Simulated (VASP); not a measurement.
# LiSb3 (Pm-3m) in VASP: single point with PBE

Aim: the single point of LiSb3 with PBE.

Everything below comes from runs of VASP 6.6.1. Logs are shortened: lines on timing, memory, paths and dates and some standing lists are left out, and cuts for length are marked.

### 1 The cell of the first run

The structure is cubic, space group Pm-3m (No. 221). The conventional cell has a = 4.681 Å, b = 4.681 Å, c = 4.681 Å, α = 90.00°, β = 90.00°, γ = 90.00°. Within 4.4 Å of Li (site symmetry m-3m) lie 12 Sb at 3.31 Å. Within 4.4 Å of Sb (site symmetry 4/mmm) lie 4 Li at 3.31 Å and 8 Sb at 3.31 Å.

### 2 Single point, PBE

Contents of INCAR:

```
ALGO = Normal ; EDIFF = 1E-6
ENCUT = 750 ; GGA = PE
GGA_COMPAT = False ; ISIF = 2
ISMEAR = -1 ; LASPH = True
LCHARG = True ; LELF = True
LREAL = False ; LVHAR = True
LWAVE = False ; NBANDS = 17
NELM = 120 ; PREC = Accurate
SIGMA = 0.1
```

Contents of KPOINTS:

```
k-points
0
Gamma
  4 4 4
```

Contents of POSCAR:

```
LiSb3
1.0
    4.6810210000      0.0000000000      0.0000000000
    0.0000000000      4.6810210000      0.0000000000
    0.0000000000      0.0000000000      4.6810210000
Li Sb
1 3
Direct
    0.0000000000      0.0000000000      0.0000000000
    0.5000000000      0.0000000000      0.5000000000
    0.0000000000      0.5000000000      0.5000000000
    0.5000000000      0.5000000000      0.0000000000
```

Potentials or basis: VASP PAW PBE potentials, release 64 (Li_sv, Sb).

Started as:

```console
$ cat potpaw_PBE.64/Li_sv/POTCAR potpaw_PBE.64/Sb/POTCAR > POTCAR
$ mpirun -np 1 vasp_std > vasp.out
```

OUTCAR:

```text
EDIFF = 1E-6
   ENCUT = 750
   GGA = PE
   ISIF = 2
   ISMEAR = -1
   LASPH = True
   LREAL = False
   NELM = 120
   PREC = Accurate

 ion  position               nearest neighbor table
   1  0.000  0.000  0.000-
   2  0.500  0.000  0.500-   3 3.31   4 3.31   4 3.31   3 3.31   4 3.31   4 3.31   3 3.31   3 3.31

   3  0.000  0.500  0.500-   2 3.31   4 3.31   4 3.31   2 3.31   2 3.31   4 3.31   4 3.31   2 3.31

   4  0.500  0.500  0.000-   2 3.31   3 3.31   2 3.31   3 3.31   2 3.31   2 3.31   3 3.31   3 3.31

  LATTYP: Found a simple cubic cell.
 ALAT       =     4.6810210000

  Lattice vectors:

 A1 = (   4.6810210000,   0.0000000000,   0.0000000000)
 A2 = (   0.0000000000,   4.6810210000,   0.0000000000)
 A3 = (   0.0000000000,   0.0000000000,   4.6810210000)

Analysis of symmetry for initial positions (statically):
=====================================================================
 Subroutine PRICEL returns:
 Original cell was already a primitive cell.

 Routine SETGRP: Setting up the symmetry group for a
 simple cubic supercell.

 Subroutine GETGRP returns: Found 48 space group operations
 (whereof 48 operations were pure point group operations)
 out of a pool of 48 trial point group operations.

The static configuration has the point symmetry O_h .

Analysis of symmetry for dynamics (positions and initial velocities):
=====================================================================
 Subroutine PRICEL returns:
 Original cell was already a primitive cell.

 Routine SETGRP: Setting up the symmetry group for a
 simple cubic supercell.

 Subroutine GETGRP returns: Found 48 space group operations
 (whereof 48 operations were pure point group operations)
 out of a pool of 48 trial point group operations.

The dynamic configuration has the point symmetry O_h .

 Subroutine INISYM returns: Found 48 space group operations
 (whereof 48 operations are pure point group operations),
 and found     1 'primitive' translations

----------------------------------------------------------------------------------------

                                     Primitive cell

  volume of cell :     102.5703

  direct lattice vectors                    reciprocal lattice vectors
     4.681021000  0.000000000  0.000000000     0.213628608  0.000000000  0.000000000
     0.000000000  4.681021000  0.000000000     0.000000000  0.213628608  0.000000000
     0.000000000  0.000000000  4.681021000     0.000000000  0.000000000  0.213628608

  length of vectors
     4.681021000  4.681021000  4.681021000     0.213628608  0.213628608  0.213628608

  position of ions in fractional coordinates (direct lattice)
     0.000000000  0.000000000  0.000000000
     0.500000000  0.000000000  0.500000000
     0.000000000  0.500000000  0.500000000
     0.500000000  0.500000000  0.000000000

  ion indices of the primitive-cell ions
   primitive index   ion index
                 1           1
                 2           2
                 3           3
                 4           4

----------------------------------------------------------------------------------------

 KPOINTS: k-points

Automatic generation of k-mesh.
 Grid dimensions read from file:
 generate k-points for:    4    4    4

 Generating k-lattice:

  Cartesian coordinates                     Fractional coordinates (reciprocal lattice)
     0.053407152  0.000000000  0.000000000     0.250000000  0.000000000  0.000000000
     0.000000000  0.053407152  0.000000000     0.000000000  0.250000000  0.000000000
     0.000000000  0.000000000  0.053407152     0.000000000  0.000000000  0.250000000

  Length of vectors
     0.053407152  0.053407152  0.053407152

  Shift w.r.t. Gamma in fractional coordinates (k-lattice)
     0.000000000  0.000000000  0.000000000

 Subroutine IBZKPT returns following result:
 ===========================================

 Found     10 irreducible k-points:

 Following reciprocal coordinates:
            Coordinates               Weight
  0.000000  0.000000  0.000000      1.000000
  0.250000  0.000000  0.000000      6.000000
  0.500000  0.000000  0.000000      3.000000
  0.250000  0.250000  0.000000     12.000000
  0.500000  0.250000  0.000000     12.000000
  0.500000  0.500000  0.000000      3.000000
  0.250000  0.250000  0.250000      8.000000
  0.500000  0.250000  0.250000     12.000000
  0.500000  0.500000  0.250000      6.000000
  0.500000  0.500000  0.500000      1.000000
   k-points           NKPTS =     10   k-points in BZ     NKDIM =     10   number of bands    NBANDS=     17
   number of dos      NEDOS =    301   number of ions     NIONS =      4
   total plane-waves  NPLWV =  74088
   dimension x,y,z NGX =    42 NGY =   42 NGZ =   42
   dimension x,y,z NGXF=    84 NGYF=   84 NGZF=   84
   ions per type =               1   3
   NGX,Y,Z   is equivalent  to a cutoff of  14.92, 14.92, 14.92 a.u.
   NGXF,Y,Z  is equivalent  to a cutoff of  29.83, 29.83, 29.83 a.u.
 SYSTEM =  unknown system
   PREC   = accura    normal or accurate (medium, high low for compatibility)
   ISTART =      0    job   : 0-new  1-cont  2-samecut
   ICHARG =      2    charge: 1-file 2-atom 10-const
   ISPIN  =      1    spin polarized calculation?
   LNONCOLLINEAR =      F non collinear calculations
   LSORBIT =      F    spin-orbit coupling
   LASPH  =      T    aspherical Exc in radial PAW
   ENCUT  =  750.0 eV  55.12 Ry    7.42 a.u.  10.45 10.45 10.45*2*pi/ulx,y,z
   NELM   =    120;   NELMIN=  2; NELMDL= -5     # of ELM steps
   EDIFF  = 0.1E-05   stopping-criterion for ELM
   LREAL  =      F    real-space projection
   EDIFFG = 0.1E-04   stopping-criterion for IOM
   NSW    =      0    number of steps for IOM
   IBRION =     -1    ionic relax: 0-MD 1-quasi-New 2-CG
   NFREE  =      0    steps in history (QN), initial steepest desc. (CG)
   ISIF   =      2    stress and relaxation
   ISYM   =      2    0-nonsym 1-usesym 2-fastsym
   POTIM  = 0.5000    time-step for ionic-motion
   TEBEG  =    0.0;   TEEND  =   0.0 temperature during run
   PSTRESS=    0.0 pullay stress
   NELECT =      18.0000    total number of electrons
   NUPDOWN=      -1.0000    fix difference up-down
   EMIN   =  10.00;   EMAX   =-10.00  energy-range for DOS
   EFERMI =   0.00;   METHOD = LEGACY
   ISMEAR =    -1;   SIGMA  =   0.10  broadening in eV -4-tet -1-fermi 0-gaus
   EFERMI_NEDOS =   21; number of points for ismear=-14 and -15
   IALGO  =     38    algorithm
   IMIX   =      4    mixing-type and parameters
     AMIX     =   0.40;   BMIX     =  1.00
     AMIX_MAG =   1.60;   BMIX_MAG =  1.00
  volume/ion in A,a.u.               =      25.64       173.04
  Fermi-wavevector in a.u.,A,eV,Ry     =   0.916555  1.732037 11.429882  0.840073
  Thomas-Fermi vector in A             =   2.041423
   LORBIT       =      0    0 simple, 1 ext, 2 COOP (PROOUT), +10 PAW based schemes
   GGA     = PE    functional components
   LHFCALC =     F    Hartree Fock is set to
   AEXX    =    0.0000 exact exchange contribution
   IVDW    =     0    specifies the selected vdW correction
   LEPSILON=     F    determine dielectric tensor
   LRPA    =     F    only Hartree local field effects (RPA)
 non-spin polarized calculation
  energy-cutoff  :      750.00
  volume of cell :      102.57
 maximum number of plane-waves:      4828
 NGX is ok and might be reduce to    42
   NGX = 21   NGY = 21   NGZ = 21

 number of electron      17.9999994 magnetization

 Free energy of the ion-electron system (eV)
  ---------------------------------------------------
  ext. energy  EPLUGINS =         0.00000000
  ---------------------------------------------------
  free energy    TOTEN  =       -14.46952569 eV

  energy without entropy =      -14.36711928  energy(sigma->0) =      -14.41832248

 E-fermi :   6.7704     XC(G=0):  -9.4947

 val. band max:        6.7037306387   @ k =   0.2500   0.0000   0.0000
 cond. band min:       6.8836229296   @ k =   0.5000   0.2500   0.2500
 fundamental gap:      0.1798922909
 Fermi energy:         6.7704395166

 k-point     1 :       0.0000    0.0000    0.0000
  band No.  band energies     occupation
      1     -40.5791      2.00000
      2      -5.3663      2.00000
      3      -0.3853      2.00000
      4      -0.3853      2.00000
      5       2.7041      2.00000
      6       2.7041      2.00000
[... 9 lines left out ...]
     16      12.1808      0.00000
     17      12.3559      0.00000

 k-point     2 :       0.2500    0.0000    0.0000
  band No.  band energies     occupation
      1     -40.5791      2.00000
      2      -5.0035      2.00000
      3      -1.7494      2.00000
      4      -0.2710      2.00000
      5       3.1097      2.00000
      6       3.1097      2.00000
[... 9 lines left out ...]
     16      12.6826      0.00000
     17      13.5715      0.00000

 k-point     3 :       0.5000    0.0000    0.0000
  band No.  band energies     occupation
      1     -40.5791      2.00000
      2      -4.3216      2.00000
      3      -3.0559      2.00000
      4      -0.1452      2.00000
      5       3.8445      2.00000
      6       3.8445      2.00000
[... 9 lines left out ...]
     16      12.5895      0.00000
     17      12.5895      0.00000

 k-point     4 :       0.2500    0.2500    0.0000
  band No.  band energies     occupation
      1     -40.5791      2.00000
      2      -4.6376      2.00000
      3      -1.8492      2.00000
      4      -1.1165      2.00000
      5       3.0581      2.00000
      6       3.5242      2.00000
[... 9 lines left out ...]
     16      12.2390      0.00000
     17      13.3725      0.00000

 k-point     5 :       0.5000    0.2500    0.0000
  band No.  band energies     occupation
      1     -40.5791      2.00000
      2      -3.9270      2.00000
      3      -2.8648      2.00000
      4      -1.1427      2.00000
      5       3.0444      2.00000
      6       3.9356      2.00000
[... 9 lines left out ...]
     16      12.1355      0.00000
     17      12.8971      0.00000

 k-point     6 :       0.5000    0.5000    0.0000
  band No.  band energies     occupation
      1     -40.5791      2.00000
      2      -2.9171      2.00000
      3      -2.6360      2.00000
      4      -2.6360      2.00000
      5       2.0100      2.00000
      6       4.4171      2.00000
[... 9 lines left out ...]
     16      13.4787      0.00000
     17      13.4787      0.00000

 k-point     7 :       0.2500    0.2500    0.2500
  band No.  band energies     occupation
      1     -40.5791      2.00000
      2      -4.2739      2.00000
      3      -1.6560      2.00000
      4      -1.6560      2.00000
      5       1.9499      2.00000
      6       4.0575      2.00000
[... 9 lines left out ...]
     16      13.3895      0.00000
     17      13.3895      0.00000

 k-point     8 :       0.5000    0.2500    0.2500
  band No.  band energies     occupation
      1     -40.5791      2.00000
      2      -3.5505      2.00000
      3      -2.6658      2.00000
      4      -1.4246      2.00000
      5       2.2035      2.00000
      6       3.1231      2.00000
[... 9 lines left out ...]
     16      13.1375      0.00000
     17      13.5246      0.00000

 k-point     9 :       0.5000    0.5000    0.2500
  band No.  band energies     occupation
      1     -40.5791      2.00000
      2      -2.6087      2.00000
      3      -2.4254      2.00000
      4      -2.4254      2.00000
      5       2.0864      2.00000
      6       2.1259      2.00000
[... 9 lines left out ...]
     16      13.9244      0.00000
     17      13.9244      0.00000

 k-point    10 :       0.5000    0.5000    0.5000
  band No.  band energies     occupation
      1     -40.5791      2.00000
      2      -2.1676      2.00000
      3      -2.1676      2.00000
      4      -2.1676      2.00000
      5       0.8012      2.00000
      6       2.2552      2.00000
[... 9 lines left out ...]
     16      14.9520      0.00000
     17      14.9520      0.00000

------------------------ aborting loop because EDIFF is reached ----------------------------------------

  FORCE on cell =-STRESS in cart. coord.  units (eV):
  Direction    XX          YY          ZZ          XY          YZ          ZX
  --------------------------------------------------------------------------------------
  -------------------------------------------------------------------------------------
  Total        0.0605498      0.0605498      0.0605498     -0.0000000     -0.0000000      0.0000000
  in kB        0.9458051      0.9458051      0.9458051     -0.0000000     -0.0000000      0.0000000
  external PRESSURE =       0.9458051 kB  Pullay stress =       0.0000000 kB

 VOLUME and BASIS-vectors are now :
 -----------------------------------------------------------------------------
  energy-cutoff  :      750.00
  volume of cell :      102.57
      direct lattice vectors                 reciprocal lattice vectors
     4.681021000  0.000000000  0.000000000     0.213628608  0.000000000  0.000000000
     0.000000000  4.681021000  0.000000000     0.000000000  0.213628608  0.000000000
     0.000000000  0.000000000  4.681021000     0.000000000  0.000000000  0.213628608

 POSITION                                       TOTAL-FORCE (eV/Angst)
 -----------------------------------------------------------------------------------
      0.00000      0.00000      0.00000         0.000000      0.000000      0.000000
      2.34051      0.00000      2.34051         0.000000      0.000000      0.000000
      0.00000      2.34051      2.34051         0.000000      0.000000      0.000000
      2.34051      2.34051      0.00000         0.000000      0.000000      0.000000
 -----------------------------------------------------------------------------------
    total drift:                               -0.000000     -0.000000      0.000000

  FREE ENERGIE OF THE ION-ELECTRON SYSTEM (eV)
  ---------------------------------------------------
  free  energy   TOTEN  =       -14.4695256870 eV

  energy  without entropy=      -14.3671192823  energy(sigma->0) =      -14.41832248
```

Wall time 32 s (1 thread of Intel Xeon Platinum 8488C (Sapphire Rapids), shared host); peak memory 0.25 GiB.

What came out:

* Free energy: -14.4695 eV
* Pressure: 0.1 GPa
* Band gap on the k mesh: zero (bands 9 and 10 overlap by 2.27 eV)

Caveat: spin-orbit coupling is left out, which moves the levels of the heavy elements.
